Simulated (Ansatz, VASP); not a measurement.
**Two plane-wave programs on Ni3Ge**

```
Ni Ge
1.0
     3.53314    0.00007    0.00003
     0.00007    3.53274   -0.00014
     0.00003   -0.00014    3.53265
Ni Ge
3 1
Direct
  0.49246 0.97727 0.47928
  0.99244 0.47727 0.47929
  0.49246 0.47727 0.97928
  0.99249 0.97726 0.97931
```

Alike in both runs: functional r2SCAN; k mesh 6 × 6 × 6; occupations gaussian, width 0.1 eV; no spin polarisation.

Ansatz relaxed the structure, and its values are those at the end. VASP's run is a single point on that final structure, the one shown.

|  | VASP | Ansatz |
| --- | --- | --- |
| version | VASP 6.6.1 | Ansatz 0.2.0 |
| potentials or method | VASP PAW PBE potentials, release 64 (Ni, Ge_d), cutoff 520 eV | scalar-relativistic, plane waves, PAW |
| valence electrons in the cell | 44 | 68 |

Ansatz gave:

```
gap on the k mesh at the Fermi level (eV) : none
pressure (GPa)                            : 0.0
```

Question: Estimate VASP's values.

Answer: gap on the k mesh at the Fermi level (eV): none; pressure (GPa): 0.3.

VASP's potentials were made for PBE, not for r2SCAN. A gap of «none» marks a metal or a gap that the smearing closes. VASP's potentials hold 44 valence electrons a cell and Ansatz's 68, so a difference there can come from the potentials and not from the codes.
